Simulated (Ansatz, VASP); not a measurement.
**Al in VASP and in Ansatz**

Contents of INCAR:

```
SYSTEM = Al
ALGO = Fast ; EDIFF = 1E-7
ENCUT = 520 ; GGA = PS
ISIF = 2 ; ISMEAR = 0
LASPH = .True. ; LCHARG = .True.
LELF = .True. ; LREAL = .False.
LVHAR = .True. ; LWAVE = .False.
NBANDS = 10 ; NELM = 100
PREC = Accurate ; SIGMA = 0.15
```

File KPOINTS:

```
k-points
0
Gamma
  24 24 14
  0 0 0
```

The input POSCAR:

```
Al
1.0
    2.8500694993     -0.2137552125      0.0000000000
   -1.6101521938      2.5751101952      0.0000000000
    0.0000000000      0.0000000000      4.6373174459
Al
2
Direct
    0.6666666667      0.3333333333      0.7500000000
    0.3333333333      0.6666666667      0.2500000000
```

Input for Ansatz:

```yaml
crystal:
  lattice:
    - [2.8500694993, -0.2137552125, 0.0]
    - [-1.6101521938, 2.5751101952, 0.0]
    - [0.0, 0.0, 4.6373174459]
  atoms:
    - { symbol: Al, position: [0.6666666667, 0.3333333333, 0.75] }
    - { symbol: Al, position: [0.3333333333, 0.6666666667, 0.25] }
basis:
  ecutwfc: 420
kpoints:
  mp_grid: { grid: [24, 24, 14] }
hamiltonian:
  xc: pbesol
scf:
  occupations: { method: gaussian, width: 0.15 }
output:
  forces: true
  stress: true
  eigenvalues: true
```

Change from the starting cell: strain -0.1500 x Voigt [0, 0, 0, 0, 0, 1], atoms carried along.

Alike in both runs: task single point; functional PBEsol; k mesh 24 × 24 × 14; occupations gaussian, width 0.15 eV; no spin polarisation.

|  | VASP | Ansatz |
| --- | --- | --- |
| version | VASP 6.6.1 | Ansatz 0.2.0 |
| potentials or method | VASP PAW PBE potentials, release 64 (Al), cutoff 520 eV | scalar-relativistic, plane waves, PAW |
| valence electrons in the cell | 6 | 6 |

Ansatz gave:

```
gap on the k mesh at the Fermi level (eV)                     : none
pressure (GPa)                                                : 1.9
traceless stress, the component that is largest in VASP (GPa) : 4.69
rms of the force components (eV/Å)                            : 0.039
```

Q: Estimate VASP's values.

A: gap on the k mesh at the Fermi level (eV): none; pressure (GPa): 2.0; traceless stress, the component that is largest in VASP (GPa): 4.73; rms of the force components (eV/Å): 0.040.

VASP's potentials were made for PBE, not for PBEsol. Atom by atom the forces differ by 0.000 eV/Å (rms over components). A gap of «none» marks a metal or a gap that the smearing closes.
